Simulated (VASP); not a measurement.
# Si8C7 (a cell with a defect) in VASP: a series of runs, part 2 of 2

VASP 6.6.1. The steps go on from the part before.

### 4 Single point, PBE

Contents of INCAR:

```
ALGO = Normal
EDIFF = 1E-7
ENCUT = 520
GGA = PE
ISIF = 2
ISMEAR = 0
LASPH = True
LCHARG = False
LREAL = Auto
LWAVE = False
NBANDS = 43
NELECT = 56.0
NELM = 60
PREC = Accurate
SIGMA = 0.05
```

Contents of KPOINTS:

```
k-points
0
Gamma
  6 6 6
```

Contents of POSCAR:

```
Si8C7
1.0
   -4.3794502696     -4.3794502696      0.0000000000
    0.0000000000     -4.3794502696      4.3794502696
   -4.3794502696      0.0000000000      4.3794502696
Si C
8 7
Direct
    0.5000000000      0.5000000000      0.0000000000
    0.0000000000      0.5000000000      0.0000000000
    0.5000000000      0.0000000000      0.0000000000
    0.0000000000      0.0000000000      0.0000000000
    0.5000000000      0.5000000000      0.5000000000
    0.0000000000      0.5000000000      0.5000000000
    0.5000000000      0.0000000000      0.5000000000
    0.0000000000      0.0000000000      0.5000000000
    0.8750000000      0.2942699154      0.4557300846
    0.3750000000      0.8750000000      0.3750000000
    0.8750000000      0.8750000000      0.3750000000
    0.3750000000      0.3750000000      0.8750000000
    0.8750000000      0.3750000000      0.8750000000
    0.3750000000      0.8750000000      0.8750000000
    0.8750000000      0.8750000000      0.8750000000
```

Potentials or basis: VASP PAW PBE potentials, release 64 (Si, C).

Command:

```console
cat potpaw_PBE.64/Si/POTCAR potpaw_PBE.64/C/POTCAR > POTCAR
mpirun -np 1 vasp_std > vasp.out
```

OUTCAR:

```text
EDIFF = 1E-7
   ENCUT = 520
   GGA = PE
   ISIF = 2
   ISMEAR = 0
   LASPH = True
   LREAL = Auto
   NELECT = 56.0
   NELM = 60
   PREC = Accurate

 ion  position               nearest neighbor table
   1  0.500  0.500  0.000-  12 1.90  13 1.90  14 1.90   2 3.10   3 3.10   5 3.10   5 3.10   6 3.10
                             7 3.10   3 3.10   4 3.10   7 3.10   2 3.10   4 3.10   6 3.10
   2  0.000  0.500  0.000-  13 1.90  12 1.90  15 1.90   9 2.32   4 3.10   6 3.10   1 3.10   5 3.10
                             6 3.10   8 3.10   3 3.10   4 3.10   8 3.10   1 3.10   3 3.10   5 3.10
   3  0.500  0.000  0.000-  14 1.90  12 1.90  10 1.90  15 1.90   4 3.10   7 3.10   1 3.10   5 3.10
                             7 3.10   8 3.10   1 3.10   2 3.10   5 3.10   2 3.10   4 3.10   8 3.10
   4  0.000  0.000  0.000-  15 1.90  13 1.90  14 1.90  11 1.90   3 3.10   8 3.10   2 3.10   6 3.10
                             7 3.10   8 3.10   1 3.10   2 3.10   6 3.10   1 3.10   3 3.10   7 3.10
   5  0.500  0.500  0.500-  10 1.90  12 1.90   9 1.96   1 3.10   6 3.10   7 3.10   1 3.10   2 3.10
                             3 3.10   3 3.10   7 3.10   8 3.10   2 3.10   6 3.10   8 3.10
   6  0.000  0.500  0.500-  11 1.90  13 1.90   9 1.96   2 3.10   5 3.10   8 3.10   1 3.10   2 3.10
                             4 3.10   4 3.10   7 3.10   8 3.10   1 3.10   5 3.10   7 3.10
   7  0.500  0.000  0.500-  10 1.90  11 1.90  14 1.90   3 3.10   5 3.10   8 3.10   1 3.10   3 3.10
                             4 3.10   1 3.10   5 3.10   6 3.10   4 3.10   6 3.10   8 3.10
   8  0.000  0.000  0.500-   9 1.52  11 1.90  10 1.90  15 1.90   6 3.10   7 3.10   4 3.10   2 3.10
                             3 3.10   4 3.10   2 3.10   5 3.10   6 3.10   3 3.10   5 3.10   7 3.10
   9  0.875  0.294  0.456-   8 1.52   6 1.96   5 1.96   2 2.32
  10  0.375  0.875  0.375-   7 1.90   5 1.90   3 1.90   8 1.90
  11  0.875  0.875  0.375-   8 1.90   6 1.90   7 1.90   4 1.90
  12  0.375  0.375  0.875-   1 1.90   2 1.90   3 1.90   5 1.90
  13  0.875  0.375  0.875-   2 1.90   1 1.90   4 1.90   6 1.90
  14  0.375  0.875  0.875-   3 1.90   1 1.90   4 1.90   7 1.90
  15  0.875  0.875  0.875-   4 1.90   3 1.90   2 1.90   8 1.90

  LATTYP: Found a face centered cubic cell.
 ALAT       =     8.7589005392

  Lattice vectors:

[... 202 lines left out ...]
  ---------------------------------------------------
  free energy    TOTEN  =      -135.50496807 eV

  energy without entropy =     -135.49831451  energy(sigma->0) =     -135.50164129

 E-fermi :   6.7669     XC(G=0): -10.8160

 val. band max:        6.7658950147   @ k =  -0.1667   0.1667   0.0000
 cond. band min:       6.7781189429   @ k =   0.1667  -0.3333  -0.3333
 fundamental gap:      0.0122239282
 Fermi energy:         6.7669042891

 k-point     1 :       0.0000    0.0000    0.0000
  band No.  band energies     occupation
      1      -7.3907      2.00000
      2      -4.4741      2.00000
      3      -4.1234      2.00000
      4      -4.0992      2.00000
      5      -3.4888      2.00000
      6      -2.9357      2.00000
[... 1021 lines left out ...]
     39      13.3107      0.00000
     40      14.3189      0.00000

 [... further k-points ...]

 [bands above 40 left out]

------------------------ aborting loop because EDIFF is reached ----------------------------------------

  FORCE on cell =-STRESS in cart. coord.  units (eV):
  Direction    XX          YY          ZZ          XY          YZ          ZX
  --------------------------------------------------------------------------------------
  -------------------------------------------------------------------------------------
  Total      -43.9986851    -43.9986851    -38.3271060     -4.1115375     -6.4525656      6.4525654
  in kB     -419.6251284   -419.6251284   -365.5340318    -39.2126367    -61.5395360     61.5395338
  external PRESSURE =    -401.5947629 kB  Pullay stress =       0.0000000 kB

 VOLUME and BASIS-vectors are now :
 -----------------------------------------------------------------------------
  energy-cutoff  :      520.00
  volume of cell :      167.99
      direct lattice vectors                 reciprocal lattice vectors
    -4.379450270 -4.379450270  0.000000000    -0.114169580 -0.114169580 -0.114169580
     0.000000000 -4.379450270  4.379450270     0.114169580 -0.114169580  0.114169580
    -4.379450270  0.000000000  4.379450270    -0.114169580  0.114169580  0.114169580

 POSITION                                       TOTAL-FORCE (eV/Angst)
 -----------------------------------------------------------------------------------
     -2.18973     -4.37945      2.18973         1.037941     -1.037941     -0.940114
      0.00000     -2.18973      2.18973         0.028697     -0.028697     -0.622301
     -2.18973     -2.18973      0.00000         0.243626      0.147071      0.269995
      0.00000      0.00000      0.00000        -0.147071     -0.243626      0.269995
     -4.37945     -4.37945      4.37945        -1.329513     -0.676655      0.743646
     -2.18973     -2.18973      4.37945         0.676655      1.329513      0.743646
     -4.37945     -2.18973      2.18973        -1.152993      1.152993     -1.027386
     -2.18973      0.00000      2.18973        -6.217448      6.217448    -10.154665
     -5.82787     -5.12076      3.28459         8.930821     -8.930821      9.833419
     -3.28459     -5.47431      5.47431         0.004157     -0.157952     -0.584991
     -5.47431     -7.66404      5.47431         0.157952     -0.004157     -0.584991
     -5.47431     -3.28459      5.47431        -0.312045      0.984215      0.510054
     -7.66404     -5.47431      5.47431        -0.984215      0.312045      0.510054
     -5.47431     -5.47431      7.66404         0.082878     -0.082878      0.403811
     -7.66404     -7.66404      7.66404        -1.019442      1.019442      0.629829
 -----------------------------------------------------------------------------------
    total drift:                                0.004082     -0.004079      0.001494

  FREE ENERGIE OF THE ION-ELECTRON SYSTEM (eV)
  ---------------------------------------------------
  free  energy   TOTEN  =      -135.5049680658 eV

  energy  without entropy=     -135.4983145142  energy(sigma->0) =     -135.50164129
```

Wall time 11 min (1 thread of Intel Xeon Platinum 8488C (Sapphire Rapids), shared host); peak memory 0.49 GiB.

Results:

- Free energy: -135.5050 eV
- Largest force: 16.007 eV/Å

Forces on the atoms (eV/Å):
```
Si    1.038  -1.038  -0.940
Si    0.029  -0.029  -0.622
Si    0.244   0.147   0.270
Si   -0.147  -0.244   0.270
Si   -1.330  -0.677   0.744
Si    0.677   1.330   0.744
Si   -1.153   1.153  -1.027
Si   -6.217   6.217 -10.155
C     8.931  -8.931   9.833
C     0.004  -0.158  -0.585
C     0.158  -0.004  -0.585
C    -0.312   0.984   0.510
C    -0.984   0.312   0.510
C     0.083  -0.083   0.404
C    -1.019   1.019   0.630
```

Caveat: the cell carries a net charge on a neutralising background, which shifts energy and pressure; the cell differs from its parent crystal (atoms taken out, atom 9 moved 0.000 of the way to it and -0.500 Å across, host rigid); the cell is charged against a uniform background, so pressure and absolute levels hang on convention.
